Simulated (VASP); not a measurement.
# C (Fd-3m) in VASP: notebook

The runs below take C through vibrations by perturbation theory, elastic constants, with LDA.

Program: VASP 6.6.1. These are calculated values, not measurements. Logs are shortened: lines on timing, memory, paths and dates and some standing lists are left out, and cuts for length are marked.

### Step 1. The cell of the first run

The structure is cubic, space group Fd-3m (No. 227). The conventional cell has a = 3.532 Å, b = 3.532 Å, c = 3.532 Å, α = 90.00°, β = 90.00°, γ = 90.00°. C (site symmetry -43m) has 4 C at 1.53 Å within 2.0 Å.

### Step 2. Vibrations by perturbation theory, LDA

Input file INCAR:

```
ALGO = Normal ; EDIFF = 1E-8
ENCUT = 520 ; GGA = CA
IBRION = 8 ; ISIF = 2
ISMEAR = 0 ; LASPH = True
LCHARG = False ; LEPSILON = True
LREAL = False ; LWAVE = False
NBANDS = 11 ; NELM = 100
NSW = 1 ; PREC = Accurate
SIGMA = 0.01
```

Input file KPOINTS:

```
k-points
0
Gamma
  12 12 12
```

Input file POSCAR:

```
C
1.0
    0.0000000000      1.7658688105      1.7658688105
    1.7658688105      0.0000000000      1.7658688105
    1.7658688105      1.7658688105      0.0000000000
C
2
Direct
    0.0000000000      0.0000000000      0.0000000000
    0.2500000000      0.2500000000      0.2500000000
```

Potentials or basis: VASP PAW LDA potentials, release 64 (C).

Launch:

```sh
> cat potpaw_LDA.64/C/POTCAR > POTCAR
> mpirun -np 1 vasp_std > vasp.out
```

OUTCAR:

```text
EDIFF = 1E-8
   ENCUT = 520
   GGA = CA
   IBRION = 8
   ISIF = 2
   ISMEAR = 0
   LASPH = True
   LEPSILON = True
   LREAL = False
   NELM = 100
   NSW = 1
   PREC = Accurate

 ion  position               nearest neighbor table
   1  0.000  0.000  0.000-   2 1.53   2 1.53   2 1.53   2 1.53
   2  0.250  0.250  0.250-   1 1.53   1 1.53   1 1.53   1 1.53

  LATTYP: Found a face centered cubic cell.
 ALAT       =     3.5317376210

  Lattice vectors:

 A1 = (   0.0000000000,   1.7658688105,   1.7658688105)
 A2 = (   1.7658688105,   0.0000000000,   1.7658688105)
 A3 = (   1.7658688105,   1.7658688105,   0.0000000000)

Analysis of symmetry for initial positions (statically):
=====================================================================
 Subroutine PRICEL returns:
 Original cell was already a primitive cell.

 Routine SETGRP: Setting up the symmetry group for a
 face centered cubic supercell.

 Subroutine GETGRP returns: Found 48 space group operations
 (whereof 24 operations were pure point group operations)
 out of a pool of 48 trial point group operations.

The static configuration has the point symmetry T_d .
 The point group associated with its full space group is O_h .

Analysis of symmetry for dynamics (positions and initial velocities):
=====================================================================
 Subroutine PRICEL returns:
 Original cell was already a primitive cell.

 Routine SETGRP: Setting up the symmetry group for a
 face centered cubic supercell.

 Subroutine GETGRP returns: Found 48 space group operations
 (whereof 24 operations were pure point group operations)
 out of a pool of 48 trial point group operations.

The dynamic configuration has the point symmetry T_d .
 The point group associated with its full space group is O_h .

 Subroutine INISYM returns: Found 48 space group operations
 (whereof 24 operations are pure point group operations),
 and found     1 'primitive' translations

----------------------------------------------------------------------------------------

                                     Primitive cell

  volume of cell :      11.0130

  direct lattice vectors                    reciprocal lattice vectors
     0.000000000  1.765868810  1.765868810    -0.283146742  0.283146742  0.283146742
     1.765868810  0.000000000  1.765868810     0.283146742 -0.283146742  0.283146742
     1.765868810  1.765868810  0.000000000     0.283146742  0.283146742 -0.283146742

  length of vectors
     2.497315621  2.497315621  2.497315621     0.490424543  0.490424543  0.490424543

  position of ions in fractional coordinates (direct lattice)
     0.000000000  0.000000000  0.000000000
     0.250000000  0.250000000  0.250000000

  ion indices of the primitive-cell ions
   primitive index   ion index
                 1           1
                 2           2

----------------------------------------------------------------------------------------

 KPOINTS: k-points

Automatic generation of k-mesh.
 Grid dimensions read from file:
 generate k-points for:   12   12   12

 Generating k-lattice:

  Cartesian coordinates                     Fractional coordinates (reciprocal lattice)
    -0.023595562  0.023595562  0.023595562     0.083333333  0.000000000  0.000000000
     0.023595562 -0.023595562  0.023595562     0.000000000  0.083333333  0.000000000
     0.023595562  0.023595562 -0.023595562     0.000000000  0.000000000  0.083333333

  Length of vectors
     0.040868712  0.040868712  0.040868712

  Shift w.r.t. Gamma in fractional coordinates (k-lattice)
     0.000000000  0.000000000  0.000000000

 Subroutine IBZKPT returns following result:
 ===========================================

[... 439 lines left out ...]
  in kB       16.2508334     16.2508334     16.2508334      0.0000000      0.0000000      0.0000000
  external PRESSURE =      16.2508334 kB  Pullay stress =       0.0000000 kB

 VOLUME and BASIS-vectors are now :
 -----------------------------------------------------------------------------
  energy-cutoff  :      520.00
  volume of cell :       11.01
      direct lattice vectors                 reciprocal lattice vectors
     0.000000000  1.765868810  1.765868810    -0.283146742  0.283146742  0.283146742
     1.765868810  0.000000000  1.765868810     0.283146742 -0.283146742  0.283146742
     1.765868810  1.765868810  0.000000000     0.283146742  0.283146742 -0.283146742

 POSITION                                       TOTAL-FORCE (eV/Angst)
 -----------------------------------------------------------------------------------
      0.00000      0.00000      0.00000        -0.000000     -0.000000     -0.000000
      0.88293      0.88293      0.88293         0.000000      0.000000      0.000000
 -----------------------------------------------------------------------------------
    total drift:                                0.000000      0.000000      0.000000

  FREE ENERGIE OF THE ION-ELECTRON SYSTEM (eV)
  ---------------------------------------------------
  free  energy   TOTEN  =       -20.2452061652 eV

  energy  without entropy=      -20.2452061652  energy(sigma->0) =      -20.24520617

 HEAD OF MICROSCOPIC STATIC DIELECTRIC TENSOR (INDEPENDENT PARTICLE, excluding Hartree and local field effects)
 ------------------------------------------------------
           5.938675    -0.000000    -0.000000
          -0.000000     5.938675    -0.000000
          -0.000000     0.000000     5.938675
 ------------------------------------------------------

 Free energy of the ion-electron system (eV)
  ---------------------------------------------------
  ---------------------------------------------------
  free energy    TOTEN  =        -0.15328034 eV

  energy without entropy =       -0.15328034

------------------------ aborting loop because EDIFF is reached ----------------------------------------

--------------------------------------- Ionic step        2  -------------------------------------------

------------------------ aborting loop because EDIFF is reached ----------------------------------------

--------------------------------------- Ionic step        3  -------------------------------------------

------------------------ aborting loop because EDIFF is reached ----------------------------------------

 PIEZOELECTRIC TENSOR FIELD DIRECTION 3  (e Angst)
 -----------------------------------------------------------------------------
    -0.00010  0.00000  0.00000           ( -0.00000  0.00000  0.00000)
     0.00000 -0.00010  0.00000           (  0.00000 -0.00000  0.00000)
     0.00000  0.00000 -0.00023           (  0.00000  0.00000 -0.00001)

 PIEZOELECTRIC TENSOR FIELD DIRECTION 3  (C/m^2)
 -----------------------------------------------------------------------------
    -0.00015  0.00000  0.00000
     0.00000 -0.00015  0.00000
     0.00000  0.00000 -0.00034

--------------------------------------- Ionic step        4  -------------------------------------------

 Free energy of the ion-electron system (eV)
  ---------------------------------------------------
  ---------------------------------------------------
  free energy    TOTEN  =        -0.11142340 eV

  energy without entropy =       -0.11142340

------------------------ aborting loop because EDIFF is reached ----------------------------------------

 INTERNAL STRAIN TENSOR  FOR ION    1  DIRECTION 1   (eV/Angst):
 -----------------------------------------------------------------------------
     0.00517  0.00000  0.00000
     0.00000 -0.00209  4.28774
     0.00000  4.28774 -0.00209

 MACROSCOPIC STATIC DIELECTRIC TENSOR (including local field effects in DFT)
 ------------------------------------------------------
           5.762940     0.000000     0.000000
          -0.000000     5.762940    -0.000000
           0.000000     0.000000     5.762940
 ------------------------------------------------------

 PIEZOELECTRIC TENSOR (including local field effects)  for field in x, y, z        (e  Angst)
          XX          YY          ZZ          XY          YZ          ZX
  --------------------------------------------------------------------------------
  x     0.00000    -0.00000    -0.00000     0.00000    -0.00000     0.00000
  y     0.00000     0.00000    -0.00000     0.00000     0.00000    -0.00000
  z     0.00000     0.00000     0.00000     0.00000     0.00000     0.00000

 PIEZOELECTRIC TENSOR (including local field effects)  for field in x, y, z        (C/m^2)
          XX          YY          ZZ          XY          YZ          ZX
  --------------------------------------------------------------------------------
  x     0.00000    -0.00000    -0.00000     0.00000    -0.00000     0.00000
  y     0.00000     0.00000    -0.00000     0.00000     0.00000    -0.00000
  z     0.00000     0.00000     0.00000     0.00000     0.00000     0.00000

 BORN EFFECTIVE CHARGES (including local field effects) (in |e|, cummulative output)
 ---------------------------------------------------------------------------------
 ion    1
    1     0.00000     0.00000     0.00000
    2     0.00000     0.00000     0.00000
    3     0.00000     0.00000     0.00000
 ion    2
    1    -0.00000     0.00000     0.00000
    2     0.00000    -0.00000     0.00000
    3     0.00000     0.00000    -0.00000

 INTERNAL STRAIN TENSOR FOR ION    2 for displacements in x,y,z  (eV/Angst):
          X           Y           Z          XY          YZ          ZX
  --------------------------------------------------------------------------------
  x     0.00000    -0.00000    -0.00000     0.00000    -4.28774     0.00000
  y    -0.00000    -0.00000    -0.00000     0.00000     0.00000    -4.28774
  z    -0.00000    -0.00000     0.00000    -4.28774     0.00000     0.00000

 SECOND DERIVATIVES (NOT SYMMETRIZED)
 ------------------------------------
               1X          1Y          1Z          2X          2Y          2Z
  1X   -38.830603    0.000000    0.000000   38.830603    0.000000    0.000000
  1Y     0.000000  -38.830603    0.000000    0.000000   38.830603    0.000000
  1Z     0.000000    0.000000  -38.830603    0.000000    0.000000   38.830603
  2X    38.830603    0.000000    0.000000  -38.830603    0.000000    0.000000
  2Y     0.000000   38.830603    0.000000    0.000000  -38.830603    0.000000
  2Z     0.000000    0.000000   38.830603    0.000000    0.000000  -38.830603

 Eigenvectors and eigenvalues of the dynamical matrix
 ----------------------------------------------------

   1 f  =   39.752387 THz   249.771613 2PiTHz 1325.996893 cm-1   164.402588 meV
             X         Y         Z           dx          dy          dz
      0.000000  0.000000  0.000000     0.000000   -0.707107    0.000000
      0.882934  0.882934  0.882934     0.000000    0.707107    0.000000
[... 21 lines left out ...]
   6 f  =    0.000000 THz     0.000000 2PiTHz    0.000000 cm-1     0.000000 meV
             X         Y         Z           dx          dy          dz
      0.000000  0.000000  0.000000     0.000000    0.000000    0.707107
      0.882934  0.882934  0.882934     0.000000    0.000000    0.707107

--------------------------------------------------------------------------------------------------------

 MACROSCOPIC STATIC DIELECTRIC TENSOR IONIC CONTRIBUTION
 ------------------------------------------------------
           0.000000     0.000000     0.000000
           0.000000     0.000000     0.000000
           0.000000     0.000000     0.000000
 ------------------------------------------------------

 ELASTIC MODULI CONTR FROM IONIC RELAXATION (kBar)
 Direction    XX          YY          ZZ          XY          YZ          ZX
 --------------------------------------------------------------------------------
 XX          -0.0000      0.0000      0.0000     -0.0000      0.0000     -0.0000
 YY           0.0000     -0.0000     -0.0000     -0.0000     -0.0000     -0.0000
 ZZ           0.0000     -0.0000     -0.0000      0.0000     -0.0000     -0.0000
 XY          -0.0000     -0.0000      0.0000    -68.8791      0.0000      0.0000
 YZ           0.0000     -0.0000     -0.0000      0.0000    -68.8791      0.0000
 ZX          -0.0000     -0.0000     -0.0000      0.0000      0.0000    -68.8791
 --------------------------------------------------------------------------------

 PIEZOELECTRIC TENSOR IONIC CONTR  for field in x, y, z        (C/m^2)
          XX          YY          ZZ          XY          YZ          ZX
  --------------------------------------------------------------------------------
  x    -0.00000     0.00000     0.00000     0.00000     0.00000     0.00000
  y     0.00000     0.00000     0.00000     0.00000     0.00000     0.00000
  z     0.00000     0.00000    -0.00000     0.00000     0.00000     0.00000
```

It took 50 s on 1 thread of Intel Xeon 6975P-C (Granite Rapids), shared host; peak memory 0.17 GiB.

Results:

```
Electronic dielectric tensor (diagonal) : 5.76
Born charges (mean of the diagonal)     : C +0.00 e
Highest phonon frequency at Γ           : 1326 cm⁻¹
```

Phonon frequencies in cm⁻¹ (negative: imaginary):
```
              q point           frequencies
(0.000, 0.000, 0.000)  0 0 0 1326 1326 1326
```

Electronic dielectric tensor:
```
5.76 0.00 0.00
0.00 5.76 0.00
0.00 0.00 5.76
```

Born effective charge tensors (e):
atom 1, C
```
0.00 0.00 0.00
0.00 0.00 0.00
0.00 0.00 0.00
```
atom 2, C
```
0.00 0.00 0.00
0.00 0.00 0.00
0.00 0.00 0.00
```

Caveat: the cell wasn't relaxed at this level first, which shifts response properties.

### Step 3. Elastic constants, LDA

Input file INCAR:

```
PREC = Accurate ; ENCUT = 600
EDIFF = 1E-8 ; ISMEAR = 0
SIGMA = 0.01 ; LREAL = False
LASPH = True ; NELM = 80
ALGO = Normal ; ISIF = 3
LWAVE = False ; LCHARG = True
IBRION = 6 ; NFREE = 2
POTIM = 0.015 ; NSW = 1
```

Input file KPOINTS:

```
regular mesh
0
Gamma
  12 12 12
```

POSCAR is that of step 2.

Potentials or basis: VASP PAW LDA potentials, release 64 (C).

Launch:

```sh
> cat potpaw_LDA.64/C/POTCAR > POTCAR
> mpirun -np 1 vasp_std > vasp.out
```

OUTCAR:

```text
PREC = Accurate
   ENCUT = 600
   EDIFF = 1E-8
   ISMEAR = 0
   LREAL = False
   LASPH = True
   NELM = 80
   ISIF = 3
   IBRION = 6
   NFREE = 2
   POTIM = 0.015
   NSW = 1

 ion  position               nearest neighbor table
   1  0.000  0.000  0.000-   2 1.53   2 1.53   2 1.53   2 1.53
   2  0.250  0.250  0.250-   1 1.53   1 1.53   1 1.53   1 1.53

  LATTYP: Found a face centered cubic cell.
 ALAT       =     3.5317376210

  Lattice vectors:

 A1 = (   0.0000000000,   1.7658688105,   1.7658688105)
 A2 = (   1.7658688105,   0.0000000000,   1.7658688105)
 A3 = (   1.7658688105,   1.7658688105,   0.0000000000)

Analysis of symmetry for initial positions (statically):
=====================================================================
[... 688 lines left out ...]
  x    -0.00000     0.00000     0.00000     0.00000     4.34222     0.00000
  y     0.00000    -0.00000     0.00000     0.00000     0.00000     4.34222
  z     0.00000     0.00000    -0.00000     4.34222     0.00000     0.00000

 INTERNAL STRAIN TENSOR FOR ION    2 for displacements in x,y,z  (eV/Angst):
          X           Y           Z          XY          YZ          ZX
  --------------------------------------------------------------------------------
  x     0.00000    -0.00000    -0.00000     0.00000    -4.34222     0.00000
  y    -0.00000     0.00000    -0.00000     0.00000     0.00000    -4.34222
  z    -0.00000    -0.00000     0.00000    -4.34222     0.00000     0.00000

 Eigenvectors and eigenvalues of the dynamical matrix
 ----------------------------------------------------

   1 f  =   39.761140 THz   249.826611 2PiTHz 1326.288869 cm-1   164.438788 meV
             X         Y         Z           dx          dy          dz
      0.000000  0.000000  0.000000     0.000000   -0.707107    0.000000
      0.882934  0.882934  0.882934     0.000000    0.707107    0.000000
[... 21 lines left out ...]
   6 f  =    0.000000 THz     0.000000 2PiTHz    0.000000 cm-1     0.000000 meV
             X         Y         Z           dx          dy          dz
      0.000000  0.000000  0.000000     0.000000    0.000000    0.707107
      0.882934  0.882934  0.882934     0.000000    0.000000    0.707107

--------------------------------------------------------------------------------------------------------

 ELASTIC MODULI CONTR FROM IONIC RELAXATION (kBar)
 Direction    XX          YY          ZZ          XY          YZ          ZX
 --------------------------------------------------------------------------------
 XX          -0.0000      0.0000      0.0000     -0.0000      0.0000     -0.0000
 YY           0.0000     -0.0000      0.0000     -0.0000     -0.0000      0.0000
 ZZ           0.0000      0.0000     -0.0000      0.0000     -0.0000     -0.0000
 XY          -0.0000     -0.0000      0.0000    -70.6095      0.0000      0.0000
 YZ           0.0000     -0.0000     -0.0000      0.0000    -70.6095      0.0000
 ZX          -0.0000      0.0000     -0.0000      0.0000      0.0000    -70.6095
 --------------------------------------------------------------------------------

 TOTAL ELASTIC MODULI (kBar)
 Direction    XX          YY          ZZ          XY          YZ          ZX
 --------------------------------------------------------------------------------
 XX       11032.8965   1493.3397   1493.3397      0.0000      0.0000     -0.0000
 YY        1493.3397  11032.8965   1493.3397      0.0000     -0.0000     -0.0000
 ZZ        1493.3397   1493.3397  11032.8965      0.0000     -0.0000      0.0000
 XY           0.0000      0.0000      0.0000   5943.4287     -0.0000     -0.0000
 YZ           0.0000     -0.0000     -0.0000     -0.0000   5943.4287     -0.0000
 ZX          -0.0000     -0.0000      0.0000     -0.0000     -0.0000   5943.4287
 --------------------------------------------------------------------------------
```

OSZICAR:

```text
N       E                     dE             d eps       ncg     rms          rms(c)
DAV:   1     0.450660867308E+00    0.45066E+00   -0.55029E+03  1200   0.110E+03
[... 136 lines left out ...]
DAV:   1    -0.202488009480E+02   -0.11002E-02   -0.13247E+00  4512   0.106E+01    0.265E-01
DAV:   2    -0.202482656962E+02    0.53525E-03   -0.67685E-03  6208   0.919E-01    0.155E-01
DAV:   3    -0.202477080676E+02    0.55763E-03   -0.14397E-03  5280   0.350E-01    0.174E-02
DAV:   4    -0.202477043909E+02    0.36767E-05   -0.63486E-05  4912   0.894E-02    0.104E-02
DAV:   5    -0.202477007809E+02    0.36100E-05   -0.10126E-05  6512   0.271E-02    0.939E-04
DAV:   6    -0.202477008046E+02   -0.23646E-07   -0.37801E-07  4744   0.695E-03    0.505E-04
DAV:   7    -0.202477008011E+02    0.35227E-08   -0.98139E-09  3312   0.950E-04
  15 F= -.20247701E+02 E0= -.20247701E+02  d E =-.207081E-44
```

It took 97 s on 1 thread of Intel Xeon 6975P-C (Granite Rapids), shared host; peak memory 0.18 GiB.

Results:

| Quantity | Value |
| --- | --- |
| Elastic constants C11, C12, C44 | 1103, 149, 594 GPa |
| Voigt bulk modulus | 467 GPa |
| Highest phonon frequency at Γ | 1326 cm⁻¹ |

Phonon frequencies in cm⁻¹ (negative: imaginary):
| q point | frequencies |
| --- | --- |
| (0.000, 0.000, 0.000) | 0 0 0 1326 1326 1326 |

Elastic tensor in Voigt notation (GPa, in the Cartesian axes of the cell as first typed):
```
1103  149  149    0    0    0
 149 1103  149    0    0    0
 149  149 1103    0    0    0
   0    0    0  594    0    0
   0    0    0    0  594    0
   0    0    0    0    0  594
```

Clamped-ion elastic tensor (GPa):
```
1103  149  149    0    0    0
 149 1103  149    0    0    0
 149  149 1103    0    0    0
   0    0    0  601    0    0
   0    0    0    0  601    0
   0    0    0    0    0  601
```
